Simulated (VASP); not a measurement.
A run of VASP 6.6.1 is set up as follows.

The input INCAR:

```
ALGO     = Normal         # electronic algorithm
EDIFF    = 1E-7           # SCF threshold, eV
ENCUT    = 520            # plane-wave cutoff, eV
GGA      = PE             # functional
ISIF     = 2              # what is computed and relaxed
ISMEAR   = 0              # smearing method
LASPH    = T              # aspherical terms in the spheres
LCHARG   = F              # write CHGCAR
LREAL    = F              # projectors in reciprocal space
LWAVE    = F              # write WAVECAR
NBANDS   = 34             # bands
NELM     = 60             # most SCF steps
PREC     = Accurate       # precision mode
SIGMA    = 0.1            # smearing width, eV
```

KPOINTS

```
k-points
0
Gamma
  6 6 2
```

The input POSCAR:

```
Al3Ge2Ru
1.0
    3.3502120300      0.0000000000      0.0000000000
    0.0000000000      3.3502120300      0.0000000000
    0.0000000000      0.0000000000     10.6084923000
Al Ge Ru
3 2 1
Direct
    0.5000000000      0.5000000000      0.1787200000
    0.5000000000      0.5000000000      0.5000000000
    0.5000000000      0.5000000000      0.8212800000
    0.0000000000      0.0000000000      0.3334420000
    0.0000000000      0.0000000000      0.6665580000
    0.0000000000      0.0000000000      0.0000000000
```

Potentials or basis: VASP PAW PBE potentials, release 64 (Al, Ge_d, Ru_pv).

Run with:

```sh
$ cat potpaw_PBE.64/Al/POTCAR potpaw_PBE.64/Ge_d/POTCAR potpaw_PBE.64/Ru_pv/POTCAR > POTCAR
$ mpirun -np 1 vasp_std > vasp.out
```

Task: Predict the pressure.

Result: -14.0 GPa.

Task: Predict the largest force.

Result: 1.909 eV/Å.

Forces in eV/Å, atoms in the order of the input:
```
Al   0.000  0.000 -1.909
Al   0.000  0.000  0.000
Al   0.000  0.000  1.909
Ge   0.000  0.000  0.010
Ge   0.000  0.000 -0.010
Ru   0.000  0.000  0.000
```

Caveat: forces of over 1 eV/Å act on the atoms, so gaps and moduli don't describe the material at rest.
